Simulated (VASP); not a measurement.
Wanted: the native input for a VASP 6.6.1 run.

```yaml
Task: single point
Functional: r2SCAN
Potentials_or_basis: VASP PAW PBE potentials, release 64 (Ga_d, As)
Cutoff: 520 eV
k_mesh: 8 × 8 × 8
Occupations: gaussian, width 0.05 eV
Spin: no spin polarisation
Dipole_correction: no
Further_INCAR_settings: ALGO = Normal; EDIFF = 1e-07; NBANDS = 16
```

Crystal: GaAs.

```
CELL_PARAMETERS angstrom
0.00000 2.69154 2.83320
2.69154 0.00000 2.83320
2.69154 2.69154 0.00000
ATOMIC_POSITIONS crystal
Ga 0.00000 0.00000 0.00000
As 0.75000 0.75000 0.75000
```

This cell differs from its parent crystal: strain -0.050 along x and y, +0.000 along z.

The input as run:

POSCAR

```
GaAs
1.0
    0.0000000000      2.6915434710      2.8332036537
    2.6915434710      0.0000000000      2.8332036537
    2.6915434710      2.6915434710      0.0000000000
Ga As
1 1
Direct
    0.0000000000      0.0000000000      0.0000000000
    0.7500000000      0.7500000000      0.7500000000
```

INCAR.step1

```
ALGO = Normal ; EDIFF = 1E-4
ENCUT = 520 ; GGA = PE
ISMEAR = 0 ; LASPH = T
LCHARG = F ; LREAL = F
LWAVE = T ; NBANDS = 16
NELM = 80 ; PREC = Accurate
SIGMA = 0.05
```

INCAR.step2

```
ALGO = Normal ; EDIFF = 1E-7
ENCUT = 520 ; ISIF = 2
ISMEAR = 0 ; ISTART = 1
LASPH = T ; LCHARG = F
LMIXTAU = T ; LREAL = F
LWAVE = F ; METAGGA = R2SCAN
NBANDS = 16 ; NELM = 80
PREC = Accurate ; SIGMA = 0.05
```

KPOINTS

```
k-points
0
Gamma
  8 8 8
```

Potentials or basis: VASP PAW PBE potentials, release 64 (Ga_d, As).

Launch:

```sh
$ cat potpaw_PBE.64/Ga_d/POTCAR potpaw_PBE.64/As/POTCAR > POTCAR
$ cp INCAR.step1 INCAR
$ mpirun -np 1 vasp_std > vasp.out
$ cp INCAR.step2 INCAR
$ mpirun -np 1 vasp_std > vasp.out
```

It gave:

The pressure is 9.5 GPa and the band gap on the k mesh is 1.32 eV, indirect (least direct gap 1.65 eV).

Caveat: the cell differs from its parent crystal (strain -0.050 along x and y, +0.000 along z); the PAW data sets were made with another functional, which shifts forces and pressure a little.

Wall time 2.4 min on 1 thread of Intel Xeon 6975P-C, with other jobs on the host, peak memory 0.19 GiB.
